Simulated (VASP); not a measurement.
A run of VASP 6.6.1 is set up as follows.

Contents of INCAR:

```
PREC = Accurate
ENCUT = 520
EDIFF = 1E-6
ISMEAR = -1
SIGMA = 0.05
LREAL = False
LASPH = True
NELM = 80
ALGO = Normal
ISIF = 2
LWAVE = False
LCHARG = False
GGA = PE
NBANDS = 12
```

Contents of KPOINTS:

```
regular mesh
0
Gamma
  7 7 7
```

Contents of POSCAR:

```
LiF
1.0
    0.0000000000      2.0140000000      2.0140000000
    2.0140000000      0.0000000000      2.0140000000
    2.0140000000      2.0140000000      0.0000000000
F Li
1 1
Direct
    0.5000000000      0.5000000000      0.5000000000
    0.0000000000      0.0000000000      0.0000000000
```

Potentials or basis: VASP PAW PBE potentials, release 64 (F, Li_sv).

The run is started by

```bash
$ cat potpaw_PBE.64/F/POTCAR potpaw_PBE.64/Li_sv/POTCAR > POTCAR
$ mpirun -np 1 vasp_std > vasp.out
```

(1) What does it give for the band gap on the k mesh?

Answers

(1) 9.09 eV, direct.
